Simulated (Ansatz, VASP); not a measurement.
## Two plane-wave programs on Au

File INCAR:

```
ALGO     = Normal         # electronic algorithm
EDIFF    = 1E-6           # SCF threshold, eV
ENCUT    = 520            # plane-wave cutoff, eV
ISIF     = 2              # what is computed and relaxed
ISMEAR   = -1             # smearing method
LASPH    = True           # aspherical terms in the spheres
LCHARG   = False          # write CHGCAR
LREAL    = False          # projectors in reciprocal space
LWAVE    = False          # write WAVECAR
NBANDS   = 12             # bands
NELM     = 60             # most SCF steps
PREC     = Accurate       # precision mode
SIGMA    = 0.1            # smearing width, eV
```

The input KPOINTS:

```
k-points
0
Gamma
  13 13 13
```

POSCAR

```
Au
1.0
    2.5942296744      0.0000000000      0.0000000000
    0.0000000000      2.5942296744      0.0000000000
    0.0000000000      0.0000000000      2.5942296744
Au
1
Direct
    0.0000000000      0.0000000000      0.0000000000
```

Input for Ansatz:

```yaml
crystal:
  lattice:
    - [2.5942296744, 0.0, 0.0]
    - [0.0, 2.5942296744, 0.0]
    - [0.0, 0.0, 2.5942296744]
  atoms:
    - { symbol: Au, position: [0.0, 0.0, 0.0] }
hamiltonian:
  xc: lda
  pseudopotentials:
    kind: paw
    azcp:
      Au: "pseudopotentials/Au.paw.azcp"
basis:
  ecutwfc: 420
  fft_grid_basis: typed
kpoints:
  mp_grid: { grid: [13, 13, 13], shift: [0, 0, 0] }
magnetization:
  spin_polarized: false
scf:
  occupations: { method: fermi_dirac, width: 0.1 }
  lower_state_search: "off"
output:
  stress: true
  write_density: true
  write_potential: true
  elf: true
  volumetric_format: npy
```

Alike in both runs: task single point; functional LDA; k mesh 13 × 13 × 13; occupations fermi-dirac, width 0.1 eV; no spin polarisation.

|  | VASP | Ansatz |
| --- | --- | --- |
| version | VASP 6.6.1 | Ansatz 0.2.0 |
| potentials or method | VASP PAW LDA potentials, release 64 (Au), cutoff 520 eV | plane waves (420 eV) with PAW, scalar-relativistic |
| valence electrons in the cell | 11 | 19 |

VASP gave:

```
pressure (GPa) : 16.3
```

Question: What did Ansatz give for the same quantities?

Answer: Pressure (GPa): 15.6.

Ansatz warns that its potentials were made for another functional, while VASP's fit it. LDA's correlation is that of Perdew and Zunger in VASP and of Perdew and Wang (1992) in Ansatz. VASP's potentials hold 11 valence electrons a cell and Ansatz's 19, so a difference there can come from the potentials and not from the codes.

Neither program's run includes spin-orbit coupling.
